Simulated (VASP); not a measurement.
Set up this calculation in VASP 6.6.1, as the native input.

```yaml
Task: single point
Functional: PBE
Potentials_or_basis: VASP PAW PBE potentials, release 64 (Hf_pv)
Cutoff: 500 eV
k_mesh: 8 × 8 × 8
Occupations: gaussian, width 0.1 eV
Spin: no spin polarisation
Dipole_correction: no
Further_INCAR_settings: ALGO = Normal; EDIFF = 1e-06; NBANDS = 11
```

The structure of Hf lies in POSCAR:

```
Hf
1.0
    0.0000000000      2.2430254932      2.2430254932
    2.2430254932      0.0000000000      2.2430254932
    2.2430254932      2.2430254932      0.0000000000
Hf
1
Direct
    0.0000000000      0.0000000000      0.0000000000
```

The input as run:

INCAR

```
ALGO = Normal
EDIFF = 1E-6
ENCUT = 500
GGA = PE
GGA_COMPAT = False
ISIF = 2
ISMEAR = 0
LASPH = True
LCHARG = True
LELF = True
LREAL = False
LVHAR = True
LWAVE = False
NBANDS = 11
NELM = 120
PREC = Accurate
SIGMA = 0.1
```

KPOINTS

```
k-points
0
Gamma
  8 8 8
```

Potentials or basis: VASP PAW PBE potentials, release 64 (Hf_pv).

The run is started by

```sh
$ cat potpaw_PBE.64/Hf_pv/POTCAR > POTCAR
$ mpirun -np 1 vasp_std > vasp.out
```

It gave:

| Item | Value |
| --- | --- |
| Pressure | -0.4 GPa |
| Band gap on the k mesh | zero (band 5 reaches 6.07 eV, above the bottom of band 6 at 4.28 eV) |

Caveat: spin-orbit coupling is left out, which moves the levels of the heavy elements.

It took 3.8 s on 1 thread of Intel(R) Xeon(R) 6975P-C (Granite Rapids), with other jobs on the host, peak memory 0.13 GiB.
